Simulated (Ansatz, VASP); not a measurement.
Nb in VASP and in Ansatz

```
Nb
1.0
    -1.65113    1.65113    1.65113
     1.65113   -1.65113    1.65113
     1.65113    1.65113   -1.65113
Nb
1
Direct
  0.00000 0.00000 0.00000
```

Alike in both runs: task single point; functional r2SCAN; k mesh 2 × 2 × 2; occupations fermi-dirac, width 0.1 eV; no spin polarisation.

|  | VASP | Ansatz |
| --- | --- | --- |
| version | VASP 6.6.1 | Ansatz 0.2.0 |
| potentials or method | VASP PAW PBE potentials, release 64 (Nb_sv), cutoff 520 eV | plane waves (500 eV) with PAW, scalar-relativistic |
| valence electrons in the cell | 13 | 13 |

|  | VASP | Ansatz | Ansatz less VASP |
| --- | --- | --- | --- |
| pressure (GPa) | -23.0 | -22.8 | +0.20 |

VASP's potentials were made for PBE, not for r2SCAN.

The k mesh is coarse, so the values compare programs but aren't converged.
